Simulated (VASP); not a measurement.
Write the native input for VASP 6.6.1 that does the following.

```
Task                   : relaxation of cell and atoms
Functional             : PBEsol
Potentials or basis    : VASP PAW PBE potentials, release 64 (Ta_pv, N)
Cutoff                 : 600 eV
k mesh                 : 18 × 18 × 16
Occupations            : fermi-dirac, width 0.05 eV
Spin                   : no spin polarisation
Dipole correction      : no
Further INCAR settings : ALGO = Normal; EDIFF = 1e-06; IBRION = 2; EDIFFG = -0.002; NSW = 100; ISIF = 3
```

The structure of TaN lies in POSCAR:

```
TaN
1.0
    2.9380000000      0.0000000000      0.0000000000
   -1.4690000000      2.5443826363      0.0000000000
    0.0000000000      0.0000000000      2.8830000000
Ta N
1 1
Direct
    0.0000000000      0.0000000000      0.5000000000
    0.6666666667      0.3333333333      0.0000000000
```

One way to write it, as run:

INCAR

```
ALGO = Normal ; EDIFF = 1E-6
EDIFFG = -0.002 ; ENCUT = 600
GGA = PS ; IBRION = 2
ISIF = 3 ; ISMEAR = -1
LASPH = T ; LCHARG = F
LREAL = F ; LWAVE = F
NELM = 80 ; NSW = 100
PREC = Accurate ; SIGMA = 0.05
```

KPOINTS

```
k-points
0
Gamma
  18 18 16
```

Potentials or basis: VASP PAW PBE potentials, release 64 (Ta_pv, N).

Run with:

```bash
$ cat potpaw_PBE.64/Ta_pv/POTCAR potpaw_PBE.64/N/POTCAR > POTCAR
$ mpirun -np 1 vasp_std > vasp.out
```

Results of the run:

The relaxed volume is 10.65 Å³/atom and the relaxed cell is a = 2.926 Å, b = 2.926 Å, c = 2.873 Å, α = 90.00°, β = 90.00°, γ = 120.00°. The space group after relaxing (to 0.05 Å) is P-6m2 (No. 187) and the energy gained by relaxing is 1.7 meV/atom. The ionic steps are 8. The pressure after relaxing is 0.0 GPa. The band gap on the k mesh is zero (band 8 reaches 8.54 eV, above the bottom of band 9 at 8.11 eV).

Caveat: the PAW data sets were made with another functional, which shifts forces and pressure a little; spin-orbit coupling is left out, which moves the levels of the heavy elements.

Run time: 110 s on 1 thread of Intel(R) Xeon(R) Platinum 8559C (Emerald Rapids) (shared host), peak memory 0.25 GiB.
